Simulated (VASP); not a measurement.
# Rb3ClO (Pm-3m) in VASP: notebook

The runs below take Rb3ClO through single point, relaxation of volume and atoms at fixed shape, with LDA.

All numbers are computed with VASP 6.6.1; they aren't measurements. Logs are shortened: lines on timing, memory, paths and dates and some standing lists are left out, and cuts for length are marked.

### Step 1. The cell of the first run

Symmetry: Pm-3m, No. 221, cubic system. The conventional cell has a = 5.274 Å, b = 5.274 Å, c = 5.274 Å, α = 90.00°, β = 90.00°, γ = 90.00°. Within 3.5 Å of Rb (site symmetry 4/mmm) lie 2 O at 2.64 Å. Cl (site symmetry m-3m) has 12 Rb at 3.73 Å and 8 O at 4.57 Å within 4.9 Å. O (site symmetry m-3m) has 6 Rb at 2.64 Å within 3.5 Å.

### Step 2. Single point, LDA

Contents of INCAR:

```
PREC = Accurate
ENCUT = 520
EDIFF = 1E-6
ISMEAR = 1
SIGMA = 0.01
LREAL = F
LASPH = T
NELM = 80
ALGO = Normal
ISIF = 2
LWAVE = F
LCHARG = F
NBANDS = 28
```

Contents of KPOINTS:

```
regular mesh
0
Gamma
  3 3 3
```

Contents of POSCAR:

```
Rb3ClO
1.0
    5.2737819800      0.0000000000      0.0000000000
    0.0000000000      5.2737819800      0.0000000000
    0.0000000000      0.0000000000      5.2737819800
Rb Cl O
3 1 1
Direct
    0.0000000000      0.0000000000      0.5000000000
    0.0000000000      0.5000000000      0.0000000000
    0.5000000000      0.0000000000      0.0000000000
    0.5000000000      0.5000000000      0.5000000000
    0.0000000000      0.0000000000      0.0000000000
```

Potentials or basis: VASP PAW LDA potentials, release 64 (Rb_sv, Cl, O).

Command:

```console
> cat potpaw_LDA.64/Rb_sv/POTCAR potpaw_LDA.64/Cl/POTCAR potpaw_LDA.64/O/POTCAR > POTCAR
> mpirun -np 1 vasp_std > vasp.out
```

OUTCAR:

```text
PREC = Accurate
   ENCUT = 520
   EDIFF = 1E-6
   ISMEAR = 1
   LREAL = F
   LASPH = T
   NELM = 80
   ISIF = 2

 ion  position               nearest neighbor table
   1  0.000  0.000  0.500-   5 2.64   5 2.64   4 3.73   2 3.73   2 3.73   3 3.73   3 3.73   2 3.73
                             4 3.73   2 3.73   3 3.73   4 3.73   3 3.73   4 3.73
   2  0.000  0.500  0.000-   5 2.64   5 2.64   4 3.73   1 3.73   1 3.73   4 3.73   1 3.73   3 3.73
                             3 3.73   1 3.73   3 3.73   4 3.73   4 3.73   3 3.73
   3  0.500  0.000  0.000-   5 2.64   5 2.64   4 3.73   1 3.73   1 3.73   4 3.73   2 3.73   4 3.73
                             4 3.73   1 3.73   2 3.73   2 3.73   1 3.73   2 3.73
   4  0.500  0.500  0.500-   1 3.73   2 3.73   3 3.73   2 3.73   3 3.73   1 3.73   3 3.73   3 3.73
                             1 3.73   2 3.73   2 3.73   1 3.73
   5  0.000  0.000  0.000-   1 2.64   2 2.64   3 2.64   1 2.64   2 2.64   3 2.64

  LATTYP: Found a simple cubic cell.
 ALAT       =     5.2737819800

  Lattice vectors:

 A1 = (   5.2737819800,   0.0000000000,   0.0000000000)
 A2 = (   0.0000000000,   5.2737819800,   0.0000000000)
 A3 = (   0.0000000000,   0.0000000000,   5.2737819800)

Analysis of symmetry for initial positions (statically):
=====================================================================
 Subroutine PRICEL returns:
 Original cell was already a primitive cell.

 Routine SETGRP: Setting up the symmetry group for a
 simple cubic supercell.

 Subroutine GETGRP returns: Found 48 space group operations
 (whereof 48 operations were pure point group operations)
 out of a pool of 48 trial point group operations.

The static configuration has the point symmetry O_h .

Analysis of symmetry for dynamics (positions and initial velocities):
=====================================================================
 Subroutine PRICEL returns:
 Original cell was already a primitive cell.

 Routine SETGRP: Setting up the symmetry group for a
 simple cubic supercell.

 Subroutine GETGRP returns: Found 48 space group operations
 (whereof 48 operations were pure point group operations)
 out of a pool of 48 trial point group operations.

The dynamic configuration has the point symmetry O_h .

 Subroutine INISYM returns: Found 48 space group operations
 (whereof 48 operations are pure point group operations),
 and found     1 'primitive' translations

----------------------------------------------------------------------------------------

                                     Primitive cell

  volume of cell :     146.6785

  direct lattice vectors                    reciprocal lattice vectors
     5.273781980  0.000000000  0.000000000     0.189617243  0.000000000  0.000000000
     0.000000000  5.273781980  0.000000000     0.000000000  0.189617243  0.000000000
     0.000000000  0.000000000  5.273781980     0.000000000  0.000000000  0.189617243

  length of vectors
     5.273781980  5.273781980  5.273781980     0.189617243  0.189617243  0.189617243

  position of ions in fractional coordinates (direct lattice)
     0.000000000  0.000000000  0.500000000
     0.000000000  0.500000000  0.000000000
     0.500000000  0.000000000  0.000000000
     0.500000000  0.500000000  0.500000000
     0.000000000  0.000000000  0.000000000

  ion indices of the primitive-cell ions
   primitive index   ion index
                 1           1
                 2           2
                 3           3
                 4           4
                 5           5

----------------------------------------------------------------------------------------

 KPOINTS: regular mesh

Automatic generation of k-mesh.
 Grid dimensions read from file:
 generate k-points for:    3    3    3

 Generating k-lattice:

  Cartesian coordinates                     Fractional coordinates (reciprocal lattice)
     0.063205748  0.000000000  0.000000000     0.333333333  0.000000000  0.000000000
     0.000000000  0.063205748  0.000000000     0.000000000  0.333333333  0.000000000
     0.000000000  0.000000000  0.063205748     0.000000000  0.000000000  0.333333333

  Length of vectors
     0.063205748  0.063205748  0.063205748

  Shift w.r.t. Gamma in fractional coordinates (k-lattice)
     0.000000000  0.000000000  0.000000000

 Subroutine IBZKPT returns following result:
 ===========================================

 Found      4 irreducible k-points:

 Following reciprocal coordinates:
            Coordinates               Weight
  0.000000  0.000000  0.000000      1.000000
  0.333333  0.000000  0.000000      6.000000
  0.333333  0.333333  0.000000     12.000000
  0.333333  0.333333  0.333333      8.000000
   k-points           NKPTS =      4   k-points in BZ     NKDIM =      4   number of bands    NBANDS=     28
   number of dos      NEDOS =    301   number of ions     NIONS =      5
   total plane-waves  NPLWV =  64000
   dimension x,y,z NGX =    40 NGY =   40 NGZ =   40
   dimension x,y,z NGXF=    80 NGYF=   80 NGZF=   80
   ions per type =               3   1   1
   NGX,Y,Z   is equivalent  to a cutoff of  12.61, 12.61, 12.61 a.u.
   NGXF,Y,Z  is equivalent  to a cutoff of  25.22, 25.22, 25.22 a.u.
 SYSTEM =  unknown system
   PREC   = accura    normal or accurate (medium, high low for compatibility)
   ISTART =      0    job   : 0-new  1-cont  2-samecut
   ICHARG =      2    charge: 1-file 2-atom 10-const
   ISPIN  =      1    spin polarized calculation?
   LNONCOLLINEAR =      F non collinear calculations
   LSORBIT =      F    spin-orbit coupling
   LASPH  =      T    aspherical Exc in radial PAW
   ENCUT  =  520.0 eV  38.22 Ry    6.18 a.u.   9.81  9.81  9.81*2*pi/ulx,y,z
   NELM   =     80;   NELMIN=  2; NELMDL= -5     # of ELM steps
   EDIFF  = 0.1E-05   stopping-criterion for ELM
   LREAL  =      F    real-space projection
   EDIFFG = 0.1E-04   stopping-criterion for IOM
   NSW    =      0    number of steps for IOM
   IBRION =     -1    ionic relax: 0-MD 1-quasi-New 2-CG
   NFREE  =      0    steps in history (QN), initial steepest desc. (CG)
   ISIF   =      2    stress and relaxation
   ISYM   =      2    0-nonsym 1-usesym 2-fastsym
   POTIM  = 0.5000    time-step for ionic-motion
   TEBEG  =    0.0;   TEEND  =   0.0 temperature during run
   PSTRESS=    0.0 pullay stress
   NELECT =      40.0000    total number of electrons
   NUPDOWN=      -1.0000    fix difference up-down
   EMIN   =  10.00;   EMAX   =-10.00  energy-range for DOS
   EFERMI =   0.00;   METHOD = LEGACY
   ISMEAR =     1;   SIGMA  =   0.01  broadening in eV -4-tet -1-fermi 0-gaus
   EFERMI_NEDOS =   21; number of points for ismear=-14 and -15
   IALGO  =     38    algorithm
   IMIX   =      4    mixing-type and parameters
     AMIX     =   0.40;   BMIX     =  1.00
     AMIX_MAG =   1.60;   BMIX_MAG =  1.00
  volume/ion in A,a.u.               =      29.34       197.97
  Fermi-wavevector in a.u.,A,eV,Ry     =   1.061629  2.006187 15.334521  1.127056
  Thomas-Fermi vector in A             =   2.197051
   LORBIT       =      0    0 simple, 1 ext, 2 COOP (PROOUT), +10 PAW based schemes
   GGA     = CA    functional components
   LHFCALC =     F    Hartree Fock is set to
   AEXX    =    0.0000 exact exchange contribution
   IVDW    =     0    specifies the selected vdW correction
   LEPSILON=     F    determine dielectric tensor
   LRPA    =     F    only Hartree local field effects (RPA)
 non-spin polarized calculation
 Methfessel and Paxton  Order N= 1 SIGMA  =   0.01
  energy-cutoff  :      520.00
  volume of cell :      146.68
 maximum number of plane-waves:      3972
 NGX is ok and might be reduce to    40
   NGX = 19   NGY = 19   NGZ = 19

 number of electron      39.9999994 magnetization

 Free energy of the ion-electron system (eV)
  ---------------------------------------------------
  ext. energy  EPLUGINS =         0.00000000
  ---------------------------------------------------
  free energy    TOTEN  =       -17.93226279 eV

  energy without entropy =      -17.93232721  energy(sigma->0) =      -17.93228426

 E-fermi :   1.6373     XC(G=0):  -8.4683

 val. band max:        1.6288947701   @ k =   0.0000   0.0000   0.0000
 cond. band min:       1.8714815220   @ k =   0.0000   0.0000   0.0000
 fundamental gap:      0.2425867520
 Fermi energy:         1.6373135919

 k-point     1 :       0.0000    0.0000    0.0000
  band No.  band energies     occupation
      1     -25.5089      2.00000
      2     -25.3066      2.00000
      3     -25.3066      2.00000
      4     -14.1621      2.00000
      5     -13.0547      2.00000
      6     -10.1854      2.00000
[... 20 lines left out ...]
     27       8.1915      0.00000
     28       8.1915      0.00000

 k-point     2 :       0.3333    0.0000    0.0000
  band No.  band energies     occupation
      1     -25.4659      2.00000
      2     -25.3477      2.00000
      3     -25.3060      2.00000
      4     -14.1742      2.00000
      5     -13.2544      2.00000
      6     -10.0545      2.00000
[... 20 lines left out ...]
     27       6.9725      0.00000
     28       7.3425      0.00000

 k-point     3 :       0.3333    0.3333    0.0000
  band No.  band energies     occupation
      1     -25.4294      2.00000
      2     -25.3543      2.00000
      3     -25.3323      2.00000
      4     -14.1759      2.00000
      5     -13.4464      2.00000
      6     -10.0753      2.00000
[... 20 lines left out ...]
     27       6.5267      0.00000
     28       6.8895      0.00000

 k-point     4 :       0.3333    0.3333    0.3333
  band No.  band energies     occupation
      1     -25.4044      2.00000
      2     -25.3534      2.00000
      3     -25.3534      2.00000
      4     -14.1658      2.00000
      5     -13.6324      2.00000
      6     -10.1128      2.00000
[... 20 lines left out ...]
     27       6.9526      0.00000
     28       7.2654      0.00000

------------------------ aborting loop because EDIFF is reached ----------------------------------------

  FORCE on cell =-STRESS in cart. coord.  units (eV):
  Direction    XX          YY          ZZ          XY          YZ          ZX
  --------------------------------------------------------------------------------------
  -------------------------------------------------------------------------------------
  Total        0.1398598      0.1398598      0.1398598     -0.0000000     -0.0000000      0.0000000
  in kB        1.5276962      1.5276962      1.5276962     -0.0000000     -0.0000000      0.0000000
  external PRESSURE =       1.5276962 kB  Pullay stress =       0.0000000 kB

 VOLUME and BASIS-vectors are now :
 -----------------------------------------------------------------------------
  energy-cutoff  :      520.00
  volume of cell :      146.68
      direct lattice vectors                 reciprocal lattice vectors
     5.273781980  0.000000000  0.000000000     0.189617243  0.000000000  0.000000000
     0.000000000  5.273781980  0.000000000     0.000000000  0.189617243  0.000000000
     0.000000000  0.000000000  5.273781980     0.000000000  0.000000000  0.189617243

 POSITION                                       TOTAL-FORCE (eV/Angst)
 -----------------------------------------------------------------------------------
      0.00000      0.00000      2.63689         0.000000      0.000000      0.000000
      0.00000      2.63689      0.00000         0.000000      0.000000      0.000000
      2.63689      0.00000      0.00000         0.000000      0.000000      0.000000
      2.63689      2.63689      2.63689         0.000000      0.000000      0.000000
      0.00000      0.00000      0.00000         0.000000      0.000000      0.000000
 -----------------------------------------------------------------------------------
    total drift:                                0.000000      0.000000     -0.000000

  FREE ENERGIE OF THE ION-ELECTRON SYSTEM (eV)
  ---------------------------------------------------
  free  energy   TOTEN  =       -17.9322627894 eV

  energy  without entropy=      -17.9323272106  energy(sigma->0) =      -17.93228426
```

Run time: 38 s. Hardware: 1 thread of Intel Xeon 8259CL, shared host; peak memory 0.2 GiB.

Results:

| Item | Value |
| --- | --- |
| Free energy | -17.9323 eV |
| Pressure | 0.2 GPa |
| Band gap on the k mesh | 0.24 eV |

### Step 3. Relaxation of volume and atoms at fixed shape, LDA

This run uses another cell than the first one, of 33.89 Å³/atom.

Contents of INCAR:

```
ALGO     = Normal         # electronic algorithm
EDIFF    = 1E-6           # SCF threshold, eV
EDIFFG   = -0.01          # ionic threshold
ENCUT    = 600            # plane-wave cutoff, eV
GGA      = CA             # functional
IBRION   = 2              # ionic algorithm
ISIF     = 8              # what is computed and relaxed
ISMEAR   = 1              # smearing method
LASPH    = True           # aspherical terms in the spheres
LCHARG   = False          # write CHGCAR
LREAL    = False          # projectors in reciprocal space
LWAVE    = False          # write WAVECAR
NELM     = 100            # most SCF steps
NSW      = 80             # ionic steps
PREC     = Accurate       # precision mode
SIGMA    = 0.01           # smearing width, eV
```

Contents of KPOINTS:

```
k-points
0
Gamma
  3 3 3
```

POSCAR: that of step 2 with these lines changed.

```diff
@@ -2,5 +2,5 @@
 1.0
-    5.2737819800      0.0000000000      0.0000000000
-    0.0000000000      5.2737819800      0.0000000000
-    0.0000000000      0.0000000000      5.2737819800
+    5.5336790000      0.0000000000      0.0000000000
+    0.0000000000      5.5336790000      0.0000000000
+    0.0000000000      0.0000000000      5.5336790000
 Rb Cl O
```

Potentials or basis: VASP PAW LDA potentials, release 64 (Rb_sv, Cl, O).

Command:

```console
> cat potpaw_LDA.64/Rb_sv/POTCAR potpaw_LDA.64/Cl/POTCAR potpaw_LDA.64/O/POTCAR > POTCAR
> mpirun -np 1 vasp_std > vasp.out
```

Run time: 2.2 min. Hardware: 1 thread of Intel Xeon 8259CL, shared host; peak memory 0.27 GiB.

It converged, with:

```yaml
Free_energy: -17.9416 eV
Relaxed_volume: 29.47 Å³/atom
Relaxed_cell: a = 5.282 Å, b = 5.282 Å, c = 5.282 Å, α = 90.00°, β = 90.00°, γ = 90.00°
Space_group_after_relaxing_to_0.1_Å: Pm-3m (No. 221)
Energy_gained_by_relaxing: 36.7 meV/atom
Ionic_steps: 4
Pressure_after_relaxing: 0.0 GPa
Band_gap_on_the_k_mesh: 0.24 eV
```

Step by step:
```csv
step,energy change (eV),largest force (eV/Å),pressure (GPa),volume (Å³)
1,0.0000,0.0000,-2.34,169.45
2,-0.1386,0.0000,-1.34,157.60
3,-0.1832,0.0000,-0.14,148.31
4,-0.1836,0.0000,0.02,147.35
```

Final structure:
```
CELL_PARAMETERS angstrom
5.28177 0.00000 0.00000
0.00000 5.28177 0.00000
0.00000 0.00000 5.28177
ATOMIC_POSITIONS crystal
Rb 0.00000 0.00000 0.50000
Rb 0.00000 0.50000 0.00000
Rb 0.50000 0.00000 0.00000
Cl 0.50000 0.50000 0.50000
O 0.00000 0.00000 0.00000
```

Levels at points of the mesh, in eV from the valence-band top:
```
           k point  band 16  band 17  band 18  band 19  band 20  band 21  band 22  band 23  band 24
(0.00, 0.00, 0.00)    -4.14    -4.14     0.00     0.00     0.00     0.24     1.88     1.88     3.23
```
